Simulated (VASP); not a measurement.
Write the native input for VASP 6.6.1 that does the following.

- Task: single point
- Functional: r2SCAN
- Potentials or basis: VASP PAW PBE potentials, release 64 (Ta_pv, N)
- Cutoff: 520 eV
- k mesh: 10 × 10 × 6
- Occupations: fermi-dirac, width 0.05 eV
- Spin: no spin polarisation
- Dipole correction: no
- Further INCAR settings: ALGO = Normal; EDIFF = 1e-06; NBANDS = 24

Crystal: TaN.

```
Ta N
1.0
     3.12567    0.00000    0.00000
    -1.56283    2.70691    0.00000
     0.00000    0.00000    6.07575
Ta N
2 2
Direct
  0.33333 0.66667 0.03120
  0.66667 0.33333 0.53120
  0.33333 0.66667 0.35380
  0.66667 0.33333 0.85380
```

One way to write it, as run:

POSCAR

```
TaN
1.0
    3.1256686168      0.0000000000      0.0000000000
   -1.5628343084      2.7069084259      0.0000000000
    0.0000000000      0.0000000000      6.0757514513
Ta N
2 2
Direct
    0.3333333333      0.6666666667      0.0311979193
    0.6666666667      0.3333333333      0.5311979193
    0.3333333333      0.6666666667      0.3538020807
    0.6666666667      0.3333333333      0.8538020807
```

INCAR.step1

```
ALGO     = Normal         # electronic algorithm
EDIFF    = 1E-4           # SCF threshold, eV
ENCUT    = 520            # plane-wave cutoff, eV
GGA      = PE             # functional
ISMEAR   = -1             # smearing method
LASPH    = True           # aspherical terms in the spheres
LCHARG   = False          # write CHGCAR
LREAL    = False          # projectors in reciprocal space
LWAVE    = True           # write WAVECAR
NBANDS   = 24             # bands
NELM     = 80             # most SCF steps
PREC     = Accurate       # precision mode
SIGMA    = 0.05           # smearing width, eV
```

INCAR.step2

```
ALGO     = Normal         # electronic algorithm
EDIFF    = 1E-6           # SCF threshold, eV
ENCUT    = 520            # plane-wave cutoff, eV
ISIF     = 2              # what is computed and relaxed
ISMEAR   = -1             # smearing method
ISTART   = 1            
LASPH    = True           # aspherical terms in the spheres
LCHARG   = False          # write CHGCAR
LMIXTAU  = True         
LREAL    = False          # projectors in reciprocal space
LWAVE    = False          # write WAVECAR
METAGGA  = R2SCAN         # meta-GGA
NBANDS   = 24             # bands
NELM     = 80             # most SCF steps
PREC     = Accurate       # precision mode
SIGMA    = 0.05           # smearing width, eV
```

KPOINTS

```
k-points
0
Gamma
  10 10 6
```

Potentials or basis: VASP PAW PBE potentials, release 64 (Ta_pv, N).

Command:

```console
$ cat potpaw_PBE.64/Ta_pv/POTCAR potpaw_PBE.64/N/POTCAR > POTCAR
$ cp INCAR.step1 INCAR
$ mpirun -np 1 vasp_std > vasp.out
$ cp INCAR.step2 INCAR
$ mpirun -np 1 vasp_std > vasp.out
```

It gave:

| Quantity | Value |
| --- | --- |
| Pressure | 3.2 GPa |
| Largest force | 0.039 eV/Å |
| Band gap on the k mesh | zero (band 16 reaches 6.78 eV, above the bottom of band 17 at 6.51 eV) |

Caveat: the PAW data sets were made with another functional, which shifts forces and pressure a little; spin-orbit coupling is left out, which moves the levels of the heavy elements.

Wall time 110 s on 1 thread of Intel(R) Xeon(R) Platinum 8488C (Sapphire Rapids), with other jobs on the host, peak memory 0.21 GiB.
